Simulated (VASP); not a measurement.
A run of VASP 6.6.1 is set up as follows.

Contents of INCAR:

```
ALGO = Normal
EDIFF = 1E-6
ENCUT = 1300
GGA = PE
GGA_COMPAT = False
ISIF = 2
ISMEAR = -1
LASPH = True
LCHARG = True
LELF = True
LREAL = False
LVHAR = True
LWAVE = False
NBANDS = 16
NELM = 120
PREC = Accurate
SIGMA = 0.15
```

The input KPOINTS:

```
k-points
0
Gamma
  11 11 10
```

The input POSCAR:

```
WC
1.0
    2.9065000000      0.0000000000      0.0000000000
   -1.4532500000      2.5171000000      0.0000000000
    0.0000000000      0.0000000000      2.8366000000
W C
1 1
Direct
    0.0000000000      0.0000000000      0.0000000000
    0.6666666667      0.3333333333      0.5000000000
```

Potentials or basis: VASP PAW PBE potentials, release 64 (W_sv, C_h).

The run is started by

```bash
$ cat potpaw_PBE.64/W_sv/POTCAR potpaw_PBE.64/C_h/POTCAR > POTCAR
$ mpirun -np 1 vasp_std > vasp.out
```

**Question.** What does it give for the pressure?

**Answer.** 6.7 GPa.

**Question.** Predict the band gap on the k mesh.

**Answer.** Zero (bands 9 and 10 overlap by 1.22 eV).

Stress tensor (GPa, compression positive):
```
6.92 0.00 0.00
0.00 6.92 0.00
0.00 0.00 6.30
```

Caveat: the cell stands under pressure; spin-orbit coupling is left out, which moves the levels of the heavy elements.
